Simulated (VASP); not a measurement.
A run of VASP 6.6.1:

Contents of INCAR:

```
  PREC = Accurate
  ENCUT = 520
  EDIFF = 1E-7
  ISMEAR = 0
  SIGMA = 0.15
  LREAL = False
  LASPH = True
  NELM = 60
  ALGO = Fast
  ISIF = 2
  LWAVE = False
  LCHARG = False
  GGA = PS
  NBANDS = 17
```

File KPOINTS:

```
regular mesh
0
Gamma
  18 18 10
```

Contents of POSCAR:

```
Hf
1.0
    3.2393000000      0.0000000000      0.0000000000
   -1.6196500000      2.8053160905      0.0000000000
    0.0000000000      0.0000000000      5.5958000000
Hf
2
Direct
    0.3333333333      0.6666666667      0.2500000000
    0.6666666667      0.3333333333      0.7500000000
```

Potentials or basis: VASP PAW PBE potentials, release 64 (Hf_pv).

Command:

```sh
$ cat potpaw_PBE.64/Hf_pv/POTCAR > POTCAR
$ mpirun -np 1 vasp_std > vasp.out
```

Hardware: 1 thread of AMD EPYC 9R45 96-Core Processor (Zen 5) (shared host).

**Question.** How long does it take, and how much memory?

**Answer.** Run time: 2.2 min on 1 thread of AMD EPYC 9R45 96-Core Processor (Zen 5), on a shared host, peak memory 0.25 GiB. Counts: scf iterations 16, k points 222.
